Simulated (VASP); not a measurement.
NaCl, 2 atoms in the cell. Symmetry: Pm-3m, No. 221, cubic system. The conventional cell has a = 2.821 Å, b = 2.821 Å, c = 2.821 Å, α = 90.00°, β = 90.00°, γ = 90.00°. Na (site symmetry m-3m) has 8 Cl at 2.44 Å and 6 Na at 2.82 Å within 3.2 Å. Within 3.2 Å of Cl (site symmetry m-3m) lie 8 Na at 2.44 Å and 6 Cl at 2.82 Å. 

```yaml
Program: VASP 6.6.1
Task: single point
Functional: LDA
Potentials_or_basis: VASP PAW LDA potentials, release 64 (Na_pv, Cl)
Cutoff: 500 eV
k_mesh: 8 × 8 × 8
Occupations: fermi-dirac, width 0.02 eV
Spin: no spin polarisation
Dipole_correction: no
Further_INCAR_settings: ALGO = Normal; EDIFF = 1e-06; NBANDS = 14
```

Potentials or basis: VASP PAW LDA potentials, release 64 (Na_pv, Cl).

Launch:

```console
$ cat potpaw_LDA.64/Na_pv/POTCAR potpaw_LDA.64/Cl/POTCAR > POTCAR
$ mpirun -np 1 vasp_std > vasp.out
```

Hardware: 1 thread of AMD EPYC 7R43 64-Core Processor (Zen 3) (shared host).

Q: Estimate the wall time of this run.

A: Wall time 16 s on 1 thread of AMD EPYC 7R43 64-Core Processor (Zen 3), with other jobs on the host, peak memory 0.08 GiB. Counts: scf iterations 11, k points 35.
